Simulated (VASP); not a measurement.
A run of VASP 6.6.1:

The input INCAR:

```
PREC = Accurate ; ENCUT = 520
EDIFF = 1E-6 ; ISMEAR = -1
SIGMA = 0.05 ; LREAL = False
LASPH = True ; NELM = 100
ALGO = Normal ; ISIF = 2
LWAVE = False ; LCHARG = False
GGA = PS ; NBANDS = 11
```

Contents of KPOINTS:

```
regular mesh
0
Gamma
  8 8 8
```

The input POSCAR:

```
Ba
1.0
   -2.5065000000      2.5065000000      2.5065000000
    2.5065000000     -2.5065000000      2.5065000000
    2.5065000000      2.5065000000     -2.5065000000
Ba
1
Direct
    0.0000000000      0.0000000000      0.0000000000
```

Potentials or basis: VASP PAW PBE potentials, release 64 (Ba_sv).

Launch:

```console
$ cat potpaw_PBE.64/Ba_sv/POTCAR > POTCAR
$ mpirun -np 1 vasp_std > vasp.out
```

Hardware: 1 thread of AMD EPYC 7R43 64-Core Processor (Zen 3), on a shared host.

Q: How long does it take, and how much memory?

A: Wall time 11 s on 1 thread of AMD EPYC 7R43 64-Core Processor (Zen 3) (shared host), peak memory 0.14 GiB. Counts: scf iterations 10, k points 29.
